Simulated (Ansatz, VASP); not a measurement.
**Two plane-wave programs on C**

```
C
1.0
     0.00000    2.44487    0.00000
    -2.11730    1.22243    0.01160
     0.06370    0.00000   10.73870
C
6
Direct
  0.50001 0.99997 0.15509
  0.83340 0.33320 0.77520
  0.16671 0.66659 0.46514
  0.50004 0.99992 0.46505
  0.83335 0.33331 0.15500
  0.16673 0.66653 0.77510
```

Alike in both runs: task single point; functional LDA; k mesh 12 × 12 × 3; occupations gaussian, width 0.05 eV; no spin polarisation.

```csv
,VASP,Ansatz
version,VASP 6.6.1,Ansatz 0.2.0
potentials or method,"VASP PAW LDA potentials, release 64 (C), cutoff 520 eV","scalar-relativistic, plane waves, PAW"
valence electrons in the cell,24,24
```

|  | VASP | Ansatz | Ansatz less VASP |
| --- | --- | --- | --- |
| gap on the k mesh at the Fermi level (eV) | 0.17 | 0.17 | -0.001 |
| least direct gap on the mesh (eV) | 0.17 | 0.17 | -0.001 |
| pressure (GPa) | 0.6 | -0.1 | -0.76 |
| traceless stress, the component that is largest in VASP (GPa) | -1.37 | -0.51 | +0.867 |
| rms of the force components (eV/Å) | 0.009 | 0.008 | -0.0002 |

LDA's correlation is that of Perdew and Zunger in VASP and of Perdew and Wang (1992) in Ansatz. Atom by atom the forces differ by 0.000 eV/Å (rms over components).
